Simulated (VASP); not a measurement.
Write the native input for VASP 6.6.1 that does the following.

- Task: single point
- Functional: LDA
- Potentials or basis: VASP PAW LDA potentials, release 64 (Mg, O)
- Cutoff: 520 eV
- k mesh: 6 × 6 × 6
- Occupations: gaussian, width 0.01 eV
- Spin: no spin polarisation
- Dipole correction: no
- Further INCAR settings: ALGO = Normal; EDIFF = 1e-07; NBANDS = 11

The structure of MgO lies in POSCAR:

```
MgO
1.0
    0.0000000000      2.1021680260      2.1021680260
    2.1021680260      0.0000000000      2.1021680260
    2.1021680260      2.1021680260      0.0000000000
Mg O
1 1
Direct
    0.0000000000      0.0000000000      0.0000000000
    0.5000000000      0.5000000000      0.5000000000
```

One way to write it, as run:

INCAR

```
PREC = Accurate
ENCUT = 520
EDIFF = 1E-7
ISMEAR = 0
SIGMA = 0.01
LREAL = False
LASPH = True
NELM = 80
ALGO = Normal
ISIF = 2
LWAVE = False
LCHARG = False
GGA = CA
NBANDS = 11
```

KPOINTS

```
regular mesh
0
Gamma
  6 6 6
```

Potentials or basis: VASP PAW LDA potentials, release 64 (Mg, O).

The run is started by

```console
$ cat potpaw_LDA.64/Mg/POTCAR potpaw_LDA.64/O/POTCAR > POTCAR
$ mpirun -np 1 vasp_std > vasp.out
```

Results of the run:

| Quantity | Value |
| --- | --- |
| Pressure | -6.9 GPa |
| Band gap on the k mesh | 4.71 eV |

Caveat: the k points lie up to 0.43 Å⁻¹ apart.

Run time: 4.8 s on 1 thread of AMD EPYC 7R43 64-Core Processor (Zen 3), on a shared host, peak memory 0.09 GiB.
